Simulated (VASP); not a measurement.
# CdH2O2 (P3m1) in VASP: notebook

The runs below take CdH2O2 through single point, with PBEsol.

All numbers are computed with VASP 6.6.1; they aren't measurements. Logs are shortened: lines on timing, memory, paths and dates and some standing lists are left out, and cuts for length are marked.

**1. The cell of the first run**

It takes space group P3m1 (No. 156, trigonal). Conventional cell: a = 3.775 Å, b = 3.775 Å, c = 4.366 Å, α = 90.00°, β = 90.00°, γ = 120.00°. Within 2.9 Å of Cd (site symmetry 3m) lie 3 H at 2.18 Å and 6 O at 2.35 to 2.39 Å. Within 1.3 Å of H (site symmetry 3m) lie 1 O at 0.97 Å. Within 1.3 Å of H (site symmetry 3m) lie 1 O at 0.96 Å. Within 1.3 Å of O (site symmetry 3m) lie 1 H at 0.97 Å. O (site symmetry 3m) has 1 H at 0.96 Å within 1.3 Å.

**2. Single point, PBEsol**

File INCAR:

```
  ALGO = Normal
  EDIFF = 1E-6
  ENCUT = 520
  GGA = PS
  ISIF = 2
  ISMEAR = 0
  LASPH = T
  LCHARG = F
  LREAL = F
  LWAVE = F
  NBANDS = 21
  NELM = 100
  PREC = Accurate
  SIGMA = 0.01
```

File KPOINTS:

```
k-points
0
Gamma
  6 6 4
```

File POSCAR:

```
CdH2O2
1.0
    3.7747257298      0.0000000000      0.0000000000
   -1.8873628649      3.2690067366      0.0000000000
    0.0000000000      0.0000000000      4.3660976580
Cd H O
1 2 2
Direct
    0.3333333333      0.6666666667      0.9873000000
    0.0000000000      0.0000000000      0.0080800000
    0.6666666667      0.3333333333      0.4318900000
    0.0000000000      0.0000000000      0.7861900000
    0.6666666667      0.3333333333      0.2118900000
```

Potentials or basis: VASP PAW PBE potentials, release 64 (Cd, H, O).

Started as:

```sh
cat potpaw_PBE.64/Cd/POTCAR potpaw_PBE.64/H/POTCAR potpaw_PBE.64/O/POTCAR > POTCAR
mpirun -np 1 vasp_std > vasp.out
```

OUTCAR:

```text
EDIFF = 1E-6
   ENCUT = 520
   GGA = PS
   ISIF = 2
   ISMEAR = 0
   LASPH = T
   LREAL = F
   NELM = 100
   PREC = Accurate

 ion  position               nearest neighbor table
   1  0.333  0.667  0.987-   2 2.18   2 2.18   2 2.18   4 2.35   4 2.35   4 2.35   5 2.39   5 2.39
                             5 2.39
   2  0.000  0.000  0.008-   4 0.97   1 2.18   1 2.18   1 2.18
   3  0.667  0.333  0.432-   5 0.96
   4  0.000  0.000  0.786-   2 0.97   1 2.35   1 2.35   1 2.35
   5  0.667  0.333  0.212-   3 0.96   1 2.39   1 2.39   1 2.39

  LATTYP: Found a hexagonal cell.
 ALAT       =     3.7747257298
 C/A-ratio  =     1.1566661979

  Lattice vectors:

 A1 = (   3.7747257298,   0.0000000000,   0.0000000000)
 A2 = (  -1.8873628649,   3.2690067366,   0.0000000000)
 A3 = (   0.0000000000,   0.0000000000,   4.3660976580)

Analysis of symmetry for initial positions (statically):
=====================================================================
 Subroutine PRICEL returns:
 Original cell was already a primitive cell.

 Routine SETGRP: Setting up the symmetry group for a
 hexagonal supercell.

 Subroutine GETGRP returns: Found  6 space group operations
 (whereof  6 operations were pure point group operations)
 out of a pool of 24 trial point group operations.

The static configuration has the point symmetry C_3v.

Analysis of symmetry for dynamics (positions and initial velocities):
=====================================================================
 Subroutine PRICEL returns:
 Original cell was already a primitive cell.

 Routine SETGRP: Setting up the symmetry group for a
 hexagonal supercell.

 Subroutine GETGRP returns: Found  6 space group operations
 (whereof  6 operations were pure point group operations)
 out of a pool of 24 trial point group operations.

The dynamic configuration has the point symmetry C_3v.

 Subroutine INISYM returns: Found  6 space group operations
 (whereof  6 operations are pure point group operations),
 and found     1 'primitive' translations

----------------------------------------------------------------------------------------

                                     Primitive cell

  volume of cell :      53.8759

[... 90 lines left out ...]
   LASPH  =      T    aspherical Exc in radial PAW
   ENCUT  =  520.0 eV  38.22 Ry    6.18 a.u.   7.02  7.02  8.12*2*pi/ulx,y,z
   NELM   =    100;   NELMIN=  2; NELMDL= -5     # of ELM steps
   EDIFF  = 0.1E-05   stopping-criterion for ELM
   LREAL  =      F    real-space projection
   EDIFFG = 0.1E-04   stopping-criterion for IOM
   NSW    =      0    number of steps for IOM
   IBRION =     -1    ionic relax: 0-MD 1-quasi-New 2-CG
   NFREE  =      0    steps in history (QN), initial steepest desc. (CG)
   ISIF   =      2    stress and relaxation
   ISYM   =      2    0-nonsym 1-usesym 2-fastsym
   POTIM  = 0.5000    time-step for ionic-motion
   TEBEG  =    0.0;   TEEND  =   0.0 temperature during run
   PSTRESS=    0.0 pullay stress
   NELECT =      26.0000    total number of electrons
   NUPDOWN=      -1.0000    fix difference up-down
   EMIN   =  10.00;   EMAX   =-10.00  energy-range for DOS
   EFERMI =   0.00;   METHOD = LEGACY
   ISMEAR =     0;   SIGMA  =   0.01  broadening in eV -4-tet -1-fermi 0-gaus
   EFERMI_NEDOS =   21; number of points for ismear=-14 and -15
   IALGO  =     38    algorithm
   IMIX   =      4    mixing-type and parameters
     AMIX     =   0.40;   BMIX     =  1.00
     AMIX_MAG =   1.60;   BMIX_MAG =  1.00
  volume/ion in A,a.u.               =      10.78        72.71
  Fermi-wavevector in a.u.,A,eV,Ry     =   1.284107  2.426610 22.435049  1.648930
  Thomas-Fermi vector in A             =   2.416320
   LORBIT       =      0    0 simple, 1 ext, 2 COOP (PROOUT), +10 PAW based schemes
   GGA     = PS    functional components
   LHFCALC =     F    Hartree Fock is set to
   AEXX    =    0.0000 exact exchange contribution
   IVDW    =     0    specifies the selected vdW correction
   LEPSILON=     F    determine dielectric tensor
   LRPA    =     F    only Hartree local field effects (RPA)
 non-spin polarized calculation
 Gauss-broadening in eV      SIGMA  =   0.01
  energy-cutoff  :      520.00
  volume of cell :       53.88
 maximum number of plane-waves:      1472
   NGX = 13   NGY = 13   NGZ = 17

 number of electron      26.0000001 magnetization

 Free energy of the ion-electron system (eV)
  ---------------------------------------------------
  ext. energy  EPLUGINS =         0.00000000
  ---------------------------------------------------
  free energy    TOTEN  =       -22.54191911 eV

  energy without entropy =      -22.54191911  energy(sigma->0) =      -22.54191911

 E-fermi :  -0.5577     XC(G=0):  -9.6969

 val. band max:       -0.6386734576   @ k =   0.5000  -0.0000   0.0000
 cond. band min:       0.5998433922   @ k =   0.0000   0.0000   0.0000
 fundamental gap:      1.2385168498
 Fermi energy:        -0.5577394640

 k-point     1 :       0.0000    0.0000    0.0000
  band No.  band energies     occupation
      1     -19.2252      2.00000
      2     -18.0510      2.00000
      3      -7.7469      2.00000
      4      -7.5068      2.00000
      5      -7.5068      2.00000
      6      -6.7742      2.00000
[... 565 lines left out ...]
     20      14.4108      0.00000
     21      15.1313      0.00000

------------------------ aborting loop because EDIFF is reached ----------------------------------------

  FORCE on cell =-STRESS in cart. coord.  units (eV):
  Direction    XX          YY          ZZ          XY          YZ          ZX
  --------------------------------------------------------------------------------------
  -------------------------------------------------------------------------------------
  Total       -0.4138048     -0.4138044      1.6155036      0.0000000      0.0000000      0.0000000
  in kB      -12.3058456    -12.3058333     48.0423055      0.0000000      0.0000000      0.0000000
  external PRESSURE =       7.8102089 kB  Pullay stress =       0.0000000 kB

 VOLUME and BASIS-vectors are now :
 -----------------------------------------------------------------------------
  energy-cutoff  :      520.00
  volume of cell :       53.88
      direct lattice vectors                 reciprocal lattice vectors
     3.774725730  0.000000000  0.000000000     0.264919910  0.152951658  0.000000000
    -1.887362865  3.269006737  0.000000000     0.000000000  0.305903316  0.000000000
     0.000000000  0.000000000  4.366097658     0.000000000  0.000000000  0.229037479

 POSITION                                       TOTAL-FORCE (eV/Angst)
 -----------------------------------------------------------------------------------
     -0.00000      2.17934      4.31065         0.000000      0.000000     -0.065081
      0.00000      0.00000      0.03528        -0.000000      0.000000      1.023018
      1.88736      1.08967      1.88567        -0.000000      0.000000      1.004650
      0.00000      0.00000      3.43258         0.000000      0.000000     -0.848128
      1.88736      1.08967      0.92513        -0.000000     -0.000000     -1.114459
 -----------------------------------------------------------------------------------
    total drift:                               -0.000000      0.000000      0.000833

  FREE ENERGIE OF THE ION-ELECTRON SYSTEM (eV)
  ---------------------------------------------------
  free  energy   TOTEN  =       -22.5419191114 eV

  energy  without entropy=      -22.5419191114  energy(sigma->0) =      -22.54191911
```

OSZICAR:

```text
N       E                     dE             d eps       ncg     rms          rms(c)
DAV:   1     0.160649395357E+03    0.16065E+03   -0.13268E+04  1008   0.115E+03
DAV:   2    -0.174432976448E+02   -0.17809E+03   -0.17033E+03  1133   0.301E+02
DAV:   3    -0.259124794852E+02   -0.84692E+01   -0.84333E+01  1191   0.699E+01
DAV:   4    -0.259551024616E+02   -0.42623E-01   -0.42618E-01  1048   0.533E+00
DAV:   5    -0.259552901201E+02   -0.18766E-03   -0.18766E-03  1151   0.325E-01    0.120E+01
DAV:   6    -0.225432026330E+02    0.34121E+01   -0.96231E+00  1341   0.459E+01    0.832E+00
DAV:   7    -0.225974204336E+02   -0.54218E-01   -0.15886E+00  1033   0.989E+00    0.477E+00
DAV:   8    -0.225599434814E+02    0.37477E-01   -0.32424E-01  1078   0.415E+00    0.107E+00
DAV:   9    -0.225412701132E+02    0.18673E-01   -0.79205E-02  1238   0.223E+00    0.232E-01
DAV:  10    -0.225417212443E+02   -0.45113E-03   -0.80996E-03  1043   0.873E-01    0.128E-01
DAV:  11    -0.225418940760E+02   -0.17283E-03   -0.77258E-04  1111   0.274E-01    0.794E-02
DAV:  12    -0.225419102515E+02   -0.16175E-04   -0.27941E-04  1066   0.122E-01    0.258E-02
DAV:  13    -0.225419188686E+02   -0.86171E-05   -0.24423E-05  1098   0.373E-02    0.135E-02
DAV:  14    -0.225419191114E+02   -0.24278E-06   -0.47154E-06   973   0.167E-02
   1 F= -.22541919E+02 E0= -.22541919E+02  d E =-.419318E-32
```

stdout:

```text
POSCAR found type information on POSCAR CdH O
 POSCAR found :  3 types and       5 ions
 scaLAPACK will be used
 -----------------------------------------------------------------------------
|                                                                             |
|                                                                             |
|     You enforced a specific xc type in the INCAR file but a different       |
|     I HOPE YOU KNOW WHAT YOU ARE DOING!                                     |
|                                                                             |
 -----------------------------------------------------------------------------

 LDA part: xc-table for (Slater+PW92), standard interpolation
 POSCAR, INCAR and KPOINTS ok, starting setup
 FFT: planning ... GRIDC
 FFT: planning ... GRID_SOFT
 FFT: planning ... GRID
 WAVECAR not read
 entering main loop
```

Wall time 47 s (1 thread of AMD EPYC 7R13, shared host); peak memory 0.15 GiB.

Results:

| Quantity | Value |
| --- | --- |
| Free energy | -22.5419 eV |
| Pressure | 0.8 GPa |
| Largest force | 1.114 eV/Å |
| Band gap on the k mesh | 1.24 eV, indirect (least direct gap 1.77 eV) |

Forces in eV/Å, atoms in the order of the input:
```
Cd   0.000  0.000 -0.065
H    0.000  0.000  1.023
H    0.000  0.000  1.005
O    0.000  0.000 -0.848
O    0.000  0.000 -1.114
```

Stress tensor (GPa, compression positive):
```
-1.23  0.00  0.00
 0.00 -1.23  0.00
 0.00  0.00  4.80
```

Caveat: the PAW data sets were made with another functional, which shifts forces and pressure a little.

**3. Single point, PBEsol**

This run uses another cell than the first one, of 11.12 Å³/atom, 1.032 times its volume.

File INCAR:

```
PREC = Accurate ; ENCUT = 520
EDIFF = 1E-7 ; ISMEAR = 0
SIGMA = 0.01 ; LREAL = F
LASPH = T ; NELM = 100
ALGO = Normal ; ISIF = 2
LWAVE = F ; LCHARG = T
GGA = PS ; LELF = T
LVHAR = T ; NBANDS = 21
```

File KPOINTS:

```
regular mesh
0
Gamma
  6 6 4
```

Edit POSCAR of step 2 so:

```diff
@@ -2,5 +2,5 @@
 1.0
-    3.7747257298      0.0000000000      0.0000000000
-   -1.8873628649      3.2690067366      0.0000000000
-    0.0000000000      0.0000000000      4.3660976580
+    3.8140486195      0.0000000000      0.0000000000
+   -1.9070243097      3.3030613409      0.0000000000
+    0.0000000000      0.0000000000      4.4115811153
 Cd H O
```

Potentials or basis: VASP PAW PBE potentials, release 64 (Cd, H, O).

Started as:

```sh
cat potpaw_PBE.64/Cd/POTCAR potpaw_PBE.64/H/POTCAR potpaw_PBE.64/O/POTCAR > POTCAR
mpirun -np 1 vasp_std > vasp.out
```

It took 66 s on 1 thread of AMD EPYC 7R13, shared host; peak memory 0.16 GiB.

It converged, with:

```yaml
Free_energy: -22.5372 eV
Pressure: -2.1 GPa
Largest_force: 0.754 eV/Å
Band_gap_on_the_k_mesh: 1.16 eV, indirect (least direct gap 1.70 eV)
```

Forces on the atoms (eV/Å):
```
Cd   0.000  0.000 -0.052
H    0.000  0.000  0.563
H    0.000  0.000  0.487
O    0.000  0.000 -0.244
O    0.000  0.000 -0.754
```

Stress tensor (GPa, compression positive):
```
-3.64  0.00  0.00
 0.00 -3.64  0.00
 0.00  0.00  0.99
```

Levels at points of the mesh, in eV from the valence-band top:
```tsv
k point	band 9	band 10	band 11	band 12	band 13	band 14	band 15	band 16	band 17	band 18
(0.00, 0.00, 0.00)	-3.83	-0.99	-0.99	-0.53	-0.53	1.16	6.09	10.13	10.82	10.82
(0.50, 0.00, 0.00)	-3.96	-3.17	-2.38	-1.76	0.00	5.25	6.10	8.29	9.89	11.30
(0.00, 0.00, 0.50)	-4.56	-1.11	-1.11	-0.37	-0.37	3.07	4.70	10.30	10.86	10.86
(0.50, 0.00, 0.50)	-4.32	-2.50	-2.11	-1.64	-0.29	5.45	6.16	8.18	9.05	12.01
```

Caveat: the PAW data sets were made with another functional, which shifts forces and pressure a little.
